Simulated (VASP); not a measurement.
# In2O3 (Ia-3) in VASP: single point with LDA

Aim: the single point of In2O3 with LDA.

Program: VASP 6.6.1. These are calculated values, not measurements. Logs are shortened: lines on timing, memory, paths and dates and some standing lists are left out, and cuts for length are marked.

### 1 The cell of the first run

It takes space group Ia-3 (No. 206, cubic). The conventional cell has a = 9.611 Å, b = 9.611 Å, c = 9.611 Å, α = 90.00°, β = 90.00°, γ = 90.00°. Within 2.7 Å of In (site symmetry -3) lie 6 O at 2.07 Å. In (site symmetry 2) has 6 O at 2.02 to 2.14 Å within 2.7 Å. Within 2.8 Å of O (site symmetry 1) lie 4 In at 2.02 to 2.14 Å and 5 O at 2.69 to 2.73 Å.

### 2 Single point, LDA

Input file INCAR:

```
PREC = Accurate
ENCUT = 520
EDIFF = 1E-6
ISMEAR = 0
SIGMA = 0.01
LREAL = Auto
LASPH = T
NELM = 100
ALGO = Normal
ISIF = 2
LWAVE = F
LCHARG = T
GGA = CA
LELF = T
LVHAR = T
NBANDS = 202
```

Input file KPOINTS:

```
regular mesh
0
Gamma
  2 2 2
```

Input file POSCAR:

```
In2O3
1.0
   -4.8055750000      4.8055750000      4.8055750000
    4.8055750000     -4.8055750000      4.8055750000
    4.8055750000      4.8055750000     -4.8055750000
In O
16 24
Direct
    0.5000000000      0.5000000000      0.5000000000
    0.5000000000      0.0000000000      0.0000000000
    0.0000000000      0.5000000000      0.0000000000
    0.0000000000      0.0000000000      0.5000000000
    0.2500000000      0.7149102307      0.4649102307
    0.7500000000      0.7850897693      0.0350897693
    0.4649102307      0.2500000000      0.7149102307
    0.0350897693      0.7500000000      0.7850897693
    0.7149102307      0.4649102307      0.2500000000
    0.7850897693      0.0350897693      0.7500000000
    0.7500000000      0.2850897693      0.5350897693
    0.2500000000      0.2149102307      0.9649102307
    0.5350897693      0.7500000000      0.2850897693
    0.9649102307      0.2500000000      0.2149102307
    0.2850897693      0.5350897693      0.7500000000
    0.2149102307      0.9649102307      0.2500000000
    0.5359126828      0.7736347454      0.5496013457
    0.7240333997      0.9863113371      0.9503986543
    0.9640873172      0.5136886629      0.2377220625
    0.7759666003      0.7263652546      0.2622779375
    0.5496013457      0.5359126828      0.7736347454
    0.9503986543      0.7240333997      0.9863113371
    0.2377220625      0.9640873172      0.5136886629
    0.2622779375      0.7759666003      0.7263652546
    0.7736347454      0.5496013457      0.5359126828
    0.9863113371      0.9503986543      0.7240333997
    0.5136886629      0.2377220625      0.9640873172
    0.7263652546      0.2622779375      0.7759666003
    0.4640873172      0.2263652546      0.4503986543
    0.2759666003      0.0136886629      0.0496013457
    0.0359126828      0.4863113371      0.7622779375
    0.2240333997      0.2736347454      0.7377220625
    0.4503986543      0.4640873172      0.2263652546
    0.0496013457      0.2759666003      0.0136886629
    0.7622779375      0.0359126828      0.4863113371
    0.7377220625      0.2240333997      0.2736347454
    0.2263652546      0.4503986543      0.4640873172
    0.0136886629      0.0496013457      0.2759666003
    0.4863113371      0.7622779375      0.0359126828
    0.2736347454      0.7377220625      0.2240333997
```

Potentials or basis: VASP PAW LDA potentials, release 64 (In_d, O).

On the command line:

```sh
$ cat potpaw_LDA.64/In_d/POTCAR potpaw_LDA.64/O/POTCAR > POTCAR
$ mpirun -np 1 vasp_std > vasp.out
```

OUTCAR:

```text
PREC = Accurate
   ENCUT = 520
   EDIFF = 1E-6
   ISMEAR = 0
   LREAL = Auto
   LASPH = T
   NELM = 100
   ISIF = 2
   GGA = CA

 ion  position               nearest neighbor table
   1  0.500  0.500  0.500-  17 2.07  21 2.07  25 2.07  29 2.07  33 2.07  37 2.07   5 3.17   7 3.17
                             9 3.17  11 3.17  13 3.17  15 3.17   8 3.64  10 3.64  16 3.64  14 3.64
   2  0.500  0.000  0.000-  27 2.07  39 2.07  36 2.07  24 2.07  18 2.07  30 2.07  14 3.17  15 3.17
                             8 3.17   9 3.17   6 3.17  12 3.17  13 3.64   7 3.64  10 3.64  16 3.64
   3  0.000  0.500  0.000-  19 2.07  31 2.07  28 2.07  40 2.07  34 2.07  22 2.07  10 3.17  16 3.17
                            14 3.17   8 3.17   5 3.17  11 3.17  13 3.64   7 3.64   9 3.64  12 3.64
   4  0.000  0.000  0.500-  23 2.07  35 2.07  32 2.07  20 2.07  26 2.07  38 2.07   7 3.17  13 3.17
                             6 3.17  16 3.17  10 3.17  12 3.17  15 3.64   9 3.64  11 3.64   8 3.64
   5  0.250  0.715  0.465-  24 2.02  23 2.02  17 2.07  19 2.07  40 2.14  37 2.14   1 3.17   3 3.17
                            14 3.19  13 3.19  15 3.19  16 3.19   2 3.64   4 3.64  10 3.66   7 3.66
   6  0.750  0.785  0.035-  21 2.02  22 2.02  18 2.07  20 2.07  38 2.14  39 2.14   2 3.17   4 3.17
                            14 3.19  15 3.19  13 3.19  16 3.19   3 3.64   1 3.64   7 3.66   8 3.66
   7  0.465  0.250  0.715-  28 2.02  27 2.02  21 2.07  23 2.07  32 2.14  29 2.14   4 3.17   1 3.17
                            15 3.19  16 3.19  11 3.19  12 3.19   3 3.64   2 3.64   6 3.66   5 3.66
   8  0.035  0.750  0.785-  25 2.02  26 2.02  22 2.07  24 2.07  30 2.14  31 2.14   2 3.17   3 3.17
                            11 3.19  12 3.19  15 3.19  16 3.19   1 3.64   4 3.64  10 3.66   5 3.66
   9  0.715  0.465  0.250-  20 2.02  19 2.02  25 2.07  27 2.07  36 2.14  33 2.14   2 3.17   1 3.17
[... 37 lines left out ...]
  39  0.486  0.762  0.036-  13 2.02  15 2.07   2 2.07   6 2.14
  40  0.274  0.738  0.224-  13 2.02  16 2.07   3 2.07   5 2.14

  LATTYP: Found a body centered cubic cell.
 ALAT       =     9.6111500000

  Lattice vectors:

 A1 = (  -4.8055750000,   4.8055750000,   4.8055750000)
 A2 = (   4.8055750000,  -4.8055750000,   4.8055750000)
 A3 = (   4.8055750000,   4.8055750000,  -4.8055750000)

Analysis of symmetry for initial positions (statically):
=====================================================================
 Subroutine PRICEL returns:
 Original cell was already a primitive cell.

 Routine SETGRP: Setting up the symmetry group for a
 body centered cubic supercell.

 Subroutine GETGRP returns: Found 24 space group operations
 (whereof  6 operations were pure point group operations)
 out of a pool of 48 trial point group operations.

The static configuration has the point symmetry S_6 .
 The point group associated with its full space group is T_h .

Analysis of symmetry for dynamics (positions and initial velocities):
=====================================================================
 Subroutine PRICEL returns:
 Original cell was already a primitive cell.

 Routine SETGRP: Setting up the symmetry group for a
 body centered cubic supercell.

 Subroutine GETGRP returns: Found 24 space group operations
 (whereof  6 operations were pure point group operations)
 out of a pool of 48 trial point group operations.

The dynamic configuration has the point symmetry S_6 .
 The point group associated with its full space group is T_h .

 Subroutine INISYM returns: Found 24 space group operations
 (whereof  6 operations are pure point group operations),
 and found     1 'primitive' translations

----------------------------------------------------------------------------------------

                                     Primitive cell

  volume of cell :     443.9112

  direct lattice vectors                    reciprocal lattice vectors
    -4.805575000  4.805575000  4.805575000     0.000000000  0.104045822  0.104045822
     4.805575000 -4.805575000  4.805575000     0.104045822  0.000000000  0.104045822
     4.805575000  4.805575000 -4.805575000     0.104045822  0.104045822  0.000000000

  length of vectors
     8.323500060  8.323500060  8.323500060     0.147143012  0.147143012  0.147143012

  position of ions in fractional coordinates (direct lattice)
     0.500000000  0.500000000  0.500000000
     0.500000000  0.000000000  0.000000000
     0.000000000  0.500000000  0.000000000
     0.000000000  0.000000000  0.500000000
     0.250000000  0.714910231  0.464910231
     0.750000000  0.785089769  0.035089769
[... 32 lines left out ...]
     0.486311337  0.762277938  0.035912683
     0.273634745  0.737722062  0.224033400

  ion indices of the primitive-cell ions
   primitive index   ion index
                 1           1
                 2           2
                 3           3
                 4           4
                 5           5
                 6           6
[... 32 lines left out ...]
                39          39
                40          40

----------------------------------------------------------------------------------------

 KPOINTS: regular mesh

Automatic generation of k-mesh.
 Grid dimensions read from file:
 generate k-points for:    2    2    2

 Generating k-lattice:

  Cartesian coordinates                     Fractional coordinates (reciprocal lattice)
     0.000000000  0.052022911  0.052022911     0.500000000  0.000000000  0.000000000
     0.052022911  0.000000000  0.052022911     0.000000000  0.500000000  0.000000000
     0.052022911  0.052022911  0.000000000     0.000000000  0.000000000  0.500000000

  Length of vectors
     0.073571506  0.073571506  0.073571506

  Shift w.r.t. Gamma in fractional coordinates (k-lattice)
     0.000000000  0.000000000  0.000000000

 Subroutine IBZKPT returns following result:
 ===========================================

 Found      3 irreducible k-points:

 Following reciprocal coordinates:
            Coordinates               Weight
  0.000000  0.000000  0.000000      1.000000
  0.500000  0.000000  0.000000      6.000000
  0.500000  0.500000  0.500000      1.000000
   k-points           NKPTS =      3   k-points in BZ     NKDIM =      3   number of bands    NBANDS=    202
   number of dos      NEDOS =    301   number of ions     NIONS =     40
   total plane-waves  NPLWV = 262144
   dimension x,y,z NGX =    64 NGY =   64 NGZ =   64
   dimension x,y,z NGXF=   128 NGYF=  128 NGZF=  128
   ions per type =              16  24
   NGX,Y,Z   is equivalent  to a cutoff of  12.78, 12.78, 12.78 a.u.
   NGXF,Y,Z  is equivalent  to a cutoff of  25.57, 25.57, 25.57 a.u.
 SYSTEM =  unknown system
   PREC   = accura    normal or accurate (medium, high low for compatibility)
   ISTART =      0    job   : 0-new  1-cont  2-samecut
   ICHARG =      2    charge: 1-file 2-atom 10-const
   ISPIN  =      1    spin polarized calculation?
   LNONCOLLINEAR =      F non collinear calculations
   LSORBIT =      F    spin-orbit coupling
   LASPH  =      T    aspherical Exc in radial PAW
   ENCUT  =  520.0 eV  38.22 Ry    6.18 a.u.  15.48 15.48 15.48*2*pi/ulx,y,z
   NELM   =    100;   NELMIN=  2; NELMDL= -5     # of ELM steps
   EDIFF  = 0.1E-05   stopping-criterion for ELM
   LREAL  =      T    real-space projection
   EDIFFG = 0.1E-04   stopping-criterion for IOM
   NSW    =      0    number of steps for IOM
   IBRION =     -1    ionic relax: 0-MD 1-quasi-New 2-CG
   NFREE  =      0    steps in history (QN), initial steepest desc. (CG)
   ISIF   =      2    stress and relaxation
   ISYM   =      2    0-nonsym 1-usesym 2-fastsym
   POTIM  = 0.5000    time-step for ionic-motion
   TEBEG  =    0.0;   TEEND  =   0.0 temperature during run
   PSTRESS=    0.0 pullay stress
   NELECT =     352.0000    total number of electrons
   NUPDOWN=      -1.0000    fix difference up-down
   EMIN   =  10.00;   EMAX   =-10.00  energy-range for DOS
   EFERMI =   0.00;   METHOD = LEGACY
   ISMEAR =     0;   SIGMA  =   0.01  broadening in eV -4-tet -1-fermi 0-gaus
   EFERMI_NEDOS =   21; number of points for ismear=-14 and -15
   IALGO  =     38    algorithm
   IMIX   =      4    mixing-type and parameters
     AMIX     =   0.40;   BMIX     =  1.00
     AMIX_MAG =   1.60;   BMIX_MAG =  1.00
  volume/ion in A,a.u.               =      11.10        74.89
  Fermi-wavevector in a.u.,A,eV,Ry     =   1.515271  2.863447 31.239612  2.296047
  Thomas-Fermi vector in A             =   2.624817
   LORBIT       =      0    0 simple, 1 ext, 2 COOP (PROOUT), +10 PAW based schemes
   GGA     = CA    functional components
   LHFCALC =     F    Hartree Fock is set to
   AEXX    =    0.0000 exact exchange contribution
   IVDW    =     0    specifies the selected vdW correction
   LEPSILON=     F    determine dielectric tensor
   LRPA    =     F    only Hartree local field effects (RPA)
 non-spin polarized calculation
 Gauss-broadening in eV      SIGMA  =   0.01
  energy-cutoff  :      520.00
  volume of cell :      443.91
 maximum number of plane-waves:     11993
 NGX is ok and might be reduce to    64
   NGX = 31   NGY = 31   NGZ = 31

 number of electron     352.0000021 magnetization

 Free energy of the ion-electron system (eV)
  ---------------------------------------------------
  ext. energy  EPLUGINS =         0.00000000
  ---------------------------------------------------
  free energy    TOTEN  =      -249.20655028 eV

  energy without entropy =     -249.20655028  energy(sigma->0) =     -249.20655028

 E-fermi :   7.3729     XC(G=0): -12.3904

 val. band max:        7.3006951799   @ k =   0.0000   0.0000   0.0000
 cond. band min:       9.2816842755   @ k =   0.0000   0.0000   0.0000
 fundamental gap:      1.9809890956
 Fermi energy:         7.3728920272

 k-point     1 :       0.0000    0.0000    0.0000
  band No.  band energies     occupation
      1     -11.5320      2.00000
      2     -10.6640      2.00000
      3     -10.6640      2.00000
      4     -10.5601      2.00000
      5     -10.5601      2.00000
      6     -10.5601      2.00000
[... 562 lines left out ...]
    187      14.2403      0.00000
    188      14.5829      0.00000
 [bands above 188 left out]

------------------------ aborting loop because EDIFF is reached ----------------------------------------

  FORCE on cell =-STRESS in cart. coord.  units (eV):
  Direction    XX          YY          ZZ          XY          YZ          ZX
  --------------------------------------------------------------------------------------
  -------------------------------------------------------------------------------------
  Total       94.5667499     94.5667499     94.5667499      0.0000000      0.0000000      0.0000000
  in kB      341.3131143    341.3131143    341.3131143      0.0000000      0.0000000      0.0000000
  external PRESSURE =     341.3131143 kB  Pullay stress =       0.0000000 kB

 VOLUME and BASIS-vectors are now :
 -----------------------------------------------------------------------------
  energy-cutoff  :      520.00
  volume of cell :      443.91
      direct lattice vectors                 reciprocal lattice vectors
    -4.805575000  4.805575000  4.805575000     0.000000000  0.104045822  0.104045822
     4.805575000 -4.805575000  4.805575000     0.104045822  0.000000000  0.104045822
     4.805575000  4.805575000 -4.805575000     0.104045822  0.104045822  0.000000000

 POSITION                                       TOTAL-FORCE (eV/Angst)
 -----------------------------------------------------------------------------------
      2.40279      2.40279      2.40279         0.000000     -0.000000     -0.000000
     -2.40279      2.40279      2.40279         0.000000     -0.000000      0.000000
      2.40279     -2.40279      2.40279         0.000000     -0.000000      0.000000
      2.40279      2.40279     -2.40279         0.000000     -0.000000     -0.000000
      4.46832     -0.00000      2.40279        -0.003839     -0.000000      0.000000
      0.33725     -0.00000      7.20836         0.003839     -0.000000     -0.000000
[... 32 lines left out ...]
      1.49876     -1.15360      5.82761         0.008858      0.000961     -0.014331
      3.30682     -1.15360      3.78354        -0.008858      0.000961      0.014331
 -----------------------------------------------------------------------------------
    total drift:                                0.000000      0.000000     -0.000000

  FREE ENERGIE OF THE ION-ELECTRON SYSTEM (eV)
  ---------------------------------------------------
  free  energy   TOTEN  =      -249.2065502757 eV

  energy  without entropy=     -249.2065502757  energy(sigma->0) =     -249.20655028
```

It took 13 min on 1 thread of Oxide Virtual Turin-like, shared host; peak memory 0.47 GiB.

Results:

```
Free energy            : -249.2066 eV
Pressure               : 34.1 GPa
Largest force          : 0.017 eV/Å
Band gap on the k mesh : 1.98 eV
```

Forces on the atoms (eV/Å):
```
In   0.000  0.000  0.000
In   0.000  0.000  0.000
In   0.000  0.000  0.000
In   0.000  0.000  0.000
In  -0.004  0.000  0.000
In   0.004  0.000  0.000
In   0.000 -0.004  0.000
In   0.000  0.004  0.000
In   0.000  0.000 -0.004
In   0.000  0.000  0.004
In   0.004  0.000  0.000
In  -0.004  0.000  0.000
In   0.000  0.004  0.000
In   0.000 -0.004  0.000
In   0.000  0.000  0.004
In   0.000  0.000 -0.004
O    0.014  0.009  0.001
O   -0.014 -0.009  0.001
O    0.014 -0.009 -0.001
O   -0.014  0.009 -0.001
O    0.001  0.014  0.009
O    0.001 -0.014 -0.009
O   -0.001  0.014 -0.009
O   -0.001 -0.014  0.009
O    0.009  0.001  0.014
O   -0.009  0.001 -0.014
O   -0.009 -0.001  0.014
O    0.009 -0.001 -0.014
O   -0.014 -0.009 -0.001
O    0.014  0.009 -0.001
O   -0.014  0.009  0.001
O    0.014 -0.009  0.001
O   -0.001 -0.014 -0.009
O   -0.001  0.014  0.009
O    0.001 -0.014  0.009
O    0.001  0.014 -0.009
O   -0.009 -0.001 -0.014
O    0.009 -0.001  0.014
O    0.009  0.001 -0.014
O   -0.009  0.001  0.014
```

Levels at points of the mesh, in eV from the valence-band top:
| k point | band 174 | band 175 | band 176 | band 177 | band 178 | band 179 |
| --- | --- | --- | --- | --- | --- | --- |
| (0.00, 0.00, 0.00) | 0.00 | 0.00 | 0.00 | 1.98 | 6.35 | 6.39 |
| (0.50, 0.00, 0.00) | -0.21 | -0.09 | -0.09 | 4.04 | 4.04 | 5.86 |
| (0.50, 0.50, 0.50) | -0.23 | -0.21 | -0.21 | 4.88 | 4.88 | 4.88 |

Caveat: the k points lie up to 0.46 Å⁻¹ apart; spin-orbit coupling is left out, which moves the levels of the heavy elements.
